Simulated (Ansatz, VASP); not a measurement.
**Os in VASP and in Ansatz**

INCAR

```
SYSTEM = Os
PREC = Accurate
ENCUT = 520
EDIFF = 1E-6
ISMEAR = -1
SIGMA = 0.08
LREAL = .FALSE.
LASPH = .TRUE.
NELM = 60
ALGO = Normal
ISIF = 2
LWAVE = .FALSE.
LCHARG = .FALSE.
GGA = PE
NBANDS = 15
```

KPOINTS

```
Automatic mesh
0
G
  18 18 10
  0 0 0
```

Contents of POSCAR:

```
Os
1.0
    2.7536411952      0.0000000000      0.0000000000
   -1.3768205976      2.3847232280      0.0000000000
    0.0000000000      0.0000000000      4.3491200764
Os
2
Direct
    0.3333333333      0.6666666667      0.2500000000
    0.6666666667      0.3333333333      0.7500000000
```

Input for Ansatz:

```yaml
crystal:
  lattice:
    - [2.7536411952, 0.0, 0.0]
    - [-1.3768205976, 2.384723228, 0.0]
    - [0.0, 0.0, 4.3491200764]
  atoms:
    - { symbol: Os, position: [0.3333333333, 0.6666666667, 0.25] }
    - { symbol: Os, position: [0.6666666667, 0.3333333333, 0.75] }
kpoints:
  mp_grid: { grid: [18, 18, 10] }
  band_path:
    path:
      - [0.0, 0.0, 0.0]
      - [0.5, 0.0, 0.0]
      - [0.3333333333, 0.3333333333, 0.0]
      - [0.0, 0.0, 0.0]
      - [0.0, 0.0, 0.5]
      - [0.5, 0.0, 0.5]
      - [0.3333333333, 0.3333333333, 0.5]
      - [0.0, 0.0, 0.5]
      - [0.5, 0.0, 0.5]
    npoints: 8
scf:
  occupations: { method: fermi_dirac, width: 0.08 }
hamiltonian:
  xc: pbe
  pseudopotentials: { kind: paw }
output:
  forces: true
  stress: true
  eigenvalues: true
  populations: true
  dos: { projected: true, de: 0.2, e_range: [-14, 8] }
  write_density: true
  write_potential: true
  elf: true
  volumetric_format: npy
```

Change from the starting cell: volume scaled by 1, PAW files.

Alike in both runs: task single point; functional PBE; k mesh 18 × 18 × 10; occupations fermi-dirac, width 0.08 eV; no spin polarisation.

```csv
,VASP,Ansatz
version,VASP 6.6.1,Ansatz 0.2.0
potentials or method,"VASP PAW PBE potentials, release 64 (Os)","PAW with Ansatz's default frozen-core files, scalar-relativistic"
plane-wave cutoff (eV),520,420
valence electrons in the cell,16,32
```

|  | VASP | Ansatz | Ansatz less VASP |
| --- | --- | --- | --- |
| pressure (GPa) | -0.2 | 0.0 | +0.16 |
| traceless stress, the component that is largest in VASP (GPa) | -0.07 | 0.01 | +0.085 |

With one functional, cell and mesh, what is left measures potentials, basis and numerics. VASP's potentials hold 16 valence electrons a cell and Ansatz's 32, so a difference there can come from the potentials and not from the codes.

Neither program's run includes spin-orbit coupling.
